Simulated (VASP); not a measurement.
# Ti (C2/m) in VASP: notebook, part 2 of 2

VASP 6.6.1. Earlier steps stand in the parts before.

### Step 3. Single point, PBEsol (atom 1 (Ti) moved by (+0.450, -0.450) A along y and z)

INCAR

```
PREC = Accurate ; ENCUT = 520
EDIFF = 1E-6 ; ISMEAR = 0
SIGMA = 0.15 ; LREAL = False
LASPH = True ; NELM = 100
ALGO = Fast ; ISIF = 2
LWAVE = False ; LCHARG = True
GGA = PS ; LELF = True
LVHAR = True ; NBANDS = 19
```

KPOINTS

```
Automatic mesh
0
Gamma
  18 18 10
```

POSCAR

```
Ti
1.0
    2.9499978604      0.0000000000      0.0000000000
   -1.4749989302      2.5547730882      0.0000000000
    0.0000000000      0.0000000000      4.6860000000
Ti
2
Direct
    0.4214037773      0.8428075545      0.1539692702
    0.6666666667      0.3333333333      0.7500000000
```

Potentials or basis: VASP PAW PBE potentials, release 64 (Ti_sv).

Launch:

```
> cat potpaw_PBE.64/Ti_sv/POTCAR > POTCAR
> mpirun -np 1 vasp_std > vasp.out
```

OUTCAR:

```text
PREC = Accurate
   ENCUT = 520
   EDIFF = 1E-6
   ISMEAR = 0
   LREAL = False
   LASPH = True
   NELM = 100
   ISIF = 2
   GGA = PS

 ion  position               nearest neighbor table
   1  0.421  0.843  0.154-   2 2.27   2 2.73   2 2.73
   2  0.667  0.333  0.750-   1 2.27   1 2.73   1 2.73

  LATTYP: Found a hexagonal cell.
 ALAT       =     2.9499978604
 C/A-ratio  =     1.5884757284

  Lattice vectors:

 A1 = (   2.9499978604,   0.0000000000,   0.0000000000)
 A2 = (  -1.4749989302,   2.5547730882,   0.0000000000)
 A3 = (   0.0000000000,   0.0000000000,   4.6860000000)

Analysis of symmetry for initial positions (statically):
=====================================================================
 Subroutine PRICEL returns:
 Original cell was already a primitive cell.

 Routine SETGRP: Setting up the symmetry group for a
 hexagonal supercell.

 Subroutine GETGRP returns: Found  4 space group operations
 (whereof  2 operations were pure point group operations)
 out of a pool of 24 trial point group operations.

The static configuration has the point symmetry C_1h.
 The point group associated with its full space group is C_2h.

Analysis of symmetry for dynamics (positions and initial velocities):
[... 159 lines left out ...]

  energy without entropy =      -16.05763344  energy(sigma->0) =      -16.07004124

 E-fermi :   7.9056     XC(G=0): -11.4481

 val. band max:        7.9053415771   @ k =  -0.2222   0.5000   0.5000
 cond. band min:       7.9063556338   @ k =   0.0000   0.4444   0.3000
 fundamental gap:      0.0010140567
 Fermi energy:         7.9055587074

 k-point     1 :       0.0000    0.0000    0.0000
  band No.  band energies     occupation
      1     -48.6714      2.00000
      2     -48.2908      2.00000
      3     -25.6112      2.00000
      4     -24.6671      2.00000
      5     -24.6150      2.00000
      6     -24.5738      2.00000
[... 505 lines left out ...]
      6     -24.6275      2.00000
[... 11 lines left out ...]
     18      10.5015      0.00000
     19      11.9472      0.00000

 [... further k-points ...]

------------------------ aborting loop because EDIFF is reached ----------------------------------------

  FORCE on cell =-STRESS in cart. coord.  units (eV):
  Direction    XX          YY          ZZ          XY          YZ          ZX
  --------------------------------------------------------------------------------------
  -------------------------------------------------------------------------------------
  Total       -1.8011750      0.8743709      0.9763173      0.0000000     -0.6825120      0.0000000
  in kB      -81.7128167     39.6670557     44.2919957      0.0000000    -30.9631098      0.0000000
  external PRESSURE =       0.7487449 kB  Pullay stress =       0.0000000 kB

 VOLUME and BASIS-vectors are now :
 -----------------------------------------------------------------------------
  energy-cutoff  :      520.00
  volume of cell :       35.32
      direct lattice vectors                 reciprocal lattice vectors
     2.949997860  0.000000000  0.000000000     0.338983297  0.195712098  0.000000000
    -1.474998930  2.554773088  0.000000000     0.000000000  0.391424195  0.000000000
     0.000000000  0.000000000  4.686000000     0.000000000  0.000000000  0.213401622

 POSITION                                       TOTAL-FORCE (eV/Angst)
 -----------------------------------------------------------------------------------
      0.00000      2.15318      0.72150         0.000000     -0.548839      2.387055
      1.47500      0.85159      3.51450         0.000000      0.548839     -2.387055
 -----------------------------------------------------------------------------------
    total drift:                               -0.000001     -0.000015      0.000016

  FREE ENERGIE OF THE ION-ELECTRON SYSTEM (eV)
  ---------------------------------------------------
  free  energy   TOTEN  =       -16.0824490463 eV

  energy  without entropy=      -16.0576334412  energy(sigma->0) =      -16.07004124
```

OSZICAR:

```text
N       E                     dE             d eps       ncg     rms          rms(c)
DAV:   1     0.268260804635E+03    0.26826E+03   -0.13010E+04 32916   0.158E+03
DAV:   2     0.123072831458E+02   -0.25595E+03   -0.25174E+03 33680   0.445E+02
DAV:   3    -0.167895952815E+02   -0.29097E+02   -0.28655E+02 61823   0.124E+02
[... 30 lines left out ...]
RMM:  34    -0.160824448981E+02   -0.16210E-05   -0.19644E-05 45696   0.296E-02    0.124E-02
RMM:  35    -0.160824462763E+02   -0.13782E-05   -0.16657E-05 44919   0.270E-02    0.127E-02
RMM:  36    -0.160824473640E+02   -0.10877E-05   -0.13540E-05 44333   0.248E-02    0.126E-02
RMM:  37    -0.160824482867E+02   -0.92271E-06   -0.11388E-05 43675   0.228E-02    0.132E-02
RMM:  38    -0.160824490463E+02   -0.75957E-06   -0.95787E-06 42994   0.209E-02
   1 F= -.16082449E+02 E0= -.16070041E+02  d E =-.248156E-01
```

Wall time 27 min (1 thread of Intel Xeon Platinum 8259CL at 2.50GHz (Skylake/Cascade Lake), shared host); peak memory 0.55 GiB.

Results:

```
Free energy            : -16.0824 eV
Pressure               : 0.1 GPa
Largest force          : 2.449 eV/Å
Band gap on the k mesh : zero (bands 12 and 13 overlap by 1.05 eV)
```

Forces in eV/Å, atoms in the order of the input:
```
Ti   0.000 -0.549  2.387
Ti   0.000  0.549 -2.387
```

Stress tensor (GPa, compression positive):
```
-8.17  0.00  0.00
 0.00  3.97 -3.10
 0.00 -3.10  4.43
```

Levels at points of the mesh, in eV from the Fermi level:
| k point | band 9 | band 10 | band 11 | band 12 | band 13 | band 14 | band 15 | band 16 |
| --- | --- | --- | --- | --- | --- | --- | --- | --- |
| (0.00, 0.00, 0.00) | -5.92 | -2.70 | -0.45 | 0.56 | 0.65 | 0.69 | 1.17 | 1.75 |
| (0.50, 0.00, 0.00) | -2.45 | -2.34 | -1.66 | -0.28 | 0.22 | 1.05 | 2.17 | 3.25 |
| (0.00, 0.50, 0.00) | -2.47 | -1.78 | -0.73 | -0.38 | -0.06 | 0.48 | 1.17 | 3.11 |
| (0.00, 0.00, 0.50) | -4.35 | -3.97 | -1.17 | 0.33 | 0.41 | 0.45 | 0.77 | 1.85 |
| (0.50, 0.00, 0.50) | -2.61 | -2.12 | -1.42 | -0.80 | 0.89 | 1.31 | 2.68 | 2.79 |
| (0.00, 0.50, 0.50) | -2.65 | -2.33 | -1.24 | 0.17 | 0.98 | 1.56 | 1.62 | 2.75 |

Caveat: the cell differs from its parent crystal (atom 1 (Ti) moved by (+0.450, -0.450) A along y and z); the stress differs along the axes, from -8 to 4 GPa; the PAW data sets were made with another functional, which shifts forces and pressure a little.
